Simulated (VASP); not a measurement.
Set up this calculation in VASP 6.6.1, as the native input.

| Quantity | Value |
| --- | --- |
| Task | single point |
| Functional | LDA |
| Potentials or basis | VASP PAW LDA potentials, release 64 (Be, Li_sv) |
| Cutoff | 520 eV |
| k mesh | 6 × 4 × 1 |
| Occupations | gaussian, width 0.1 eV |
| Spin | no spin polarisation |
| Dipole correction | yes |
| Further INCAR settings | LREAL = Auto; ALGO = Normal; EDIFF = 1e-07; NBANDS = 44 |

The structure of LiBe24 lies in POSCAR:

```
LiBe24
1.0
    4.4524297775      0.0000000000      0.0000000000
    0.0000000000      7.0331519566      0.0000000000
    0.0000000000      0.0000000000     19.7998741761
Be Li
24 1
Direct
    0.0000000000      0.3750000000      0.2020214858
    0.0000000000      0.8750000000      0.2020214858
    0.5000000000      0.3750000000      0.2020214858
    0.5000000000      0.8750000000      0.2020214858
    0.2500000000      0.1250000000      0.2344789084
    0.2500000000      0.6250000000      0.2344789084
    0.7500000000      0.1250000000      0.2344789084
    0.7500000000      0.6250000000      0.2344789084
    0.2500000000      0.3750000000      0.2993937535
    0.2500000000      0.8750000000      0.2993937535
    0.7500000000      0.3750000000      0.2993937535
    0.7500000000      0.8750000000      0.2993937535
    0.0000000000      0.1250000000      0.3261495638
    0.0000000000      0.6250000000      0.3261495638
    0.5000000000      0.1250000000      0.3261495638
    0.5000000000      0.6250000000      0.3261495638
    0.0000000000      0.3750000000      0.3969669031
    0.0000000000      0.8750000000      0.3969669031
    0.5000000000      0.3750000000      0.3969669031
    0.5000000000      0.8750000000      0.3969669031
    0.2500000000      0.1250000000      0.4191882283
    0.2500000000      0.6250000000      0.4191882283
    0.7500000000      0.1250000000      0.4191882283
    0.7500000000      0.6250000000      0.4191882283
    0.5000000000      0.1250000000      0.5206534635
```

The input as run:

INCAR

```
PREC = Accurate
ENCUT = 520
EDIFF = 1E-7
ISMEAR = 0
SIGMA = 0.1
LREAL = Auto
LASPH = True
NELM = 100
ALGO = Normal
ISIF = 2
LWAVE = False
LCHARG = False
LDIPOL = True
IDIPOL = 3
DIPOL = 0.5 0.5 0.321
NBANDS = 44
```

KPOINTS

```
regular mesh
0
Gamma
  6 4 1
```

Potentials or basis: VASP PAW LDA potentials, release 64 (Be, Li_sv).

Run with:

```console
$ cat potpaw_LDA.64/Be/POTCAR potpaw_LDA.64/Li_sv/POTCAR > POTCAR
$ mpirun -np 1 vasp_std > vasp.out
```

Results of the run:

```json
{
  "Largest force": "0.733 eV/Å",
  "Band gap on the k mesh": "zero (an odd number of electrons rules out a gap without spin polarisation)"
}
```

It took 9.1 min on 1 thread of AMD EPYC 9R45 96-Core Processor (Zen 5), with other jobs on the host, peak memory 0.54 GiB.
